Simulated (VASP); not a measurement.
Wanted: the native input for a VASP 6.6.1 run.

```
Task                      : relaxation of the atoms
Functional                : PBEsol
Potentials or basis       : VASP PAW PBE potentials, release 64 (Mo_sv, C)
Cutoff                    : 520 eV
k mesh                    : 6 × 6 × 1
Occupations               : gaussian, width 0.1 eV
Spin                      : no spin polarisation
Dipole correction         : yes
Atoms held fixed (from 0) : [0, 1, 2, 3, 4, 5, 6]
Further INCAR settings    : ALGO = Normal; EDIFF = 1e-06; IBRION = 2; EDIFFG = -0.025; NSW = 36
```

The structure of Mo6C lies in POSCAR:

```
Mo6C
1.0
    4.4256825775      0.0000000000      0.0000000000
   -2.2128412887      3.8327535412      0.0000000000
    0.0000000000      0.0000000000     19.7247696083
Mo C
6 1
Selective dynamics
Direct
    0.6666666667      0.3333333333      0.2027907083  F F F
    0.3333333333      0.6666666667      0.2485904155  F F F
    0.0000000000      0.0000000000      0.2943901228  F F F
    0.6666666667      0.3333333333      0.3368101117  F F F
    0.3333333333      0.6666666667      0.3772266205  F F F
    0.0000000000      0.0000000000      0.4169767136  F F F
    0.3333333333      0.6666666667      0.4690471439  F F T
```

The input as run:

INCAR

```
SYSTEM = Mo6C
PREC     = Accurate       ! precision mode
ENCUT    = 520            ! plane-wave cutoff, eV
EDIFF    = 1E-6           ! SCF threshold, eV
ISMEAR   = 0              ! smearing method
SIGMA    = 0.1            ! smearing width, eV
LREAL    = .False.        ! projectors in reciprocal space
LASPH    = .True.         ! aspherical terms in the spheres
NELM     = 100            ! most SCF steps
ALGO     = Normal         ! electronic algorithm
ISIF     = 2              ! what is computed and relaxed
LWAVE    = .False.        ! write WAVECAR
LCHARG   = .False.        ! write CHGCAR
LDIPOL   = .True.       
IDIPOL   = 3            
DIPOL    = 0.5 0.5 0.335
GGA      = PS             ! functional
IBRION   = 2              ! ionic algorithm
NSW      = 36             ! ionic steps
EDIFFG   = -0.025         ! ionic threshold
```

KPOINTS

```
Automatic mesh
0
Gamma
  6 6 1
  0 0 0
```

Potentials or basis: VASP PAW PBE potentials, release 64 (Mo_sv, C).

Run with:

```bash
$ cat potpaw_PBE.64/Mo_sv/POTCAR potpaw_PBE.64/C/POTCAR > POTCAR
$ mpirun -np 1 vasp_std > vasp.out
```

Results of the run:

The energy gained by relaxing is 1.3 meV/atom and the ionic steps are 3. The band gap on the k mesh is zero (band 44 reaches 0.10 eV, above the bottom of band 45 at 0.08 eV).

Run time: 6.3 min on 1 thread of Intel(R) Xeon(R) 6975P-C (Granite Rapids) (shared host), peak memory 0.51 GiB.
